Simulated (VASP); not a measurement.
# ZnMo3: single point with PBE+D3(BJ)

The system is ZnMo3.

```xyz
4
Lattice="3.9432 0.0000 0.0000 0.0000 3.9432 0.0000 0.0000 0.0000 3.9432" Properties=species:S:1:pos:R:3 pbc="T T T"
Zn    0.0000    0.0000    0.0000
Mo    0.0000    1.9716    1.9716
Mo    1.9716    0.0000    1.9716
Mo    1.9716    1.9716    0.0000
```

| Item | Value |
| --- | --- |
| Program | VASP 6.6.1 |
| Task | single point |
| Functional | PBE |
| Dispersion | D3(BJ) |
| Potentials or basis | VASP PAW PBE potentials, release 64 (Zn, Mo_sv) |
| Cutoff | 520 eV |
| k mesh | 5 × 5 × 5 |
| Occupations | methfessel-paxton, width 0.15 eV |
| Spin | no spin polarisation |
| Dipole correction | no |
| Further INCAR settings | ALGO = Normal; EDIFF = 1e-06; NBANDS = 35 |

```
Pressure                   : -7.9 GPa
Band gap on the k mesh     : zero (band 27 reaches 11.17 eV, above the bottom of band 28 at 10.14 eV)
Dispersion energy per atom : -0.638 eV
```

Levels at points of the mesh, in eV from the Fermi level:
| k point | band 25 | band 26 | band 27 | band 28 | band 29 | band 30 |
| --- | --- | --- | --- | --- | --- | --- |
| (0.00, 0.00, 0.00) | 0.94 | 0.94 | 0.94 | 2.08 | 2.08 | 2.08 |

Run time: 38 s on 1 thread of AMD EPYC 7R13, on a shared host, peak memory 0.15 GiB.

Caveat: pairwise dispersion overbinds metals, which lowers pressure and volume.
